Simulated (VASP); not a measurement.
Set up this calculation in VASP 6.6.1, as the native input.

```
Task                   : single point
Functional             : PBEsol
Potentials or basis    : VASP PAW PBE potentials, release 64 (Ti_sv)
Cutoff                 : 520 eV
k mesh                 : 20 × 20 × 20
Occupations            : gaussian, width 0.15 eV
Spin                   : no spin polarisation
Dipole correction      : no
Further INCAR settings : ALGO = Normal; EDIFF = 1e-06; NBANDS = 12
```

The structure of Ti lies in POSCAR:

```
Ti
1.0
   -1.6049504194      1.6049504194      1.3642078565
    1.6049504194     -1.6049504194      1.3642078565
    1.6049504194      1.6049504194     -1.3642078565
Ti
1
Direct
    0.0000000000      0.0000000000      0.0000000000
```

This cell differs from its parent crystal: engineering shear strain xy +0.0000, normal strain along z -0.1500.

These files were run (other wordings do the same):

INCAR

```
SYSTEM = Ti
PREC = Accurate ; ENCUT = 520
EDIFF = 1E-6 ; ISMEAR = 0
SIGMA = 0.15 ; LREAL = .FALSE.
LASPH = .TRUE. ; NELM = 60
ALGO = Normal ; ISIF = 2
LWAVE = .FALSE. ; LCHARG = .TRUE.
GGA = PS ; LELF = .TRUE.
LVHAR = .TRUE. ; NBANDS = 12
```

KPOINTS

```
regular mesh
0
G
  20 20 20
  0 0 0
```

Potentials or basis: VASP PAW PBE potentials, release 64 (Ti_sv).

Command:

```bash
$ cat potpaw_PBE.64/Ti_sv/POTCAR > POTCAR
$ mpirun -np 1 vasp_std > vasp.out
```

It gave:

The pressure is 23.2 GPa and the band gap on the k mesh is zero (band 6 reaches 11.30 eV, above the bottom of band 7 at 9.80 eV).

Caveat: the cell differs from its parent crystal (engineering shear strain xy +0.0000, normal strain along z -0.1500); the PAW data sets were made with another functional, which shifts forces and pressure a little.

Run time: 49 s on 1 thread of AMD EPYC 9R45 96-Core Processor (Zen 5) (shared host), peak memory 0.18 GiB.
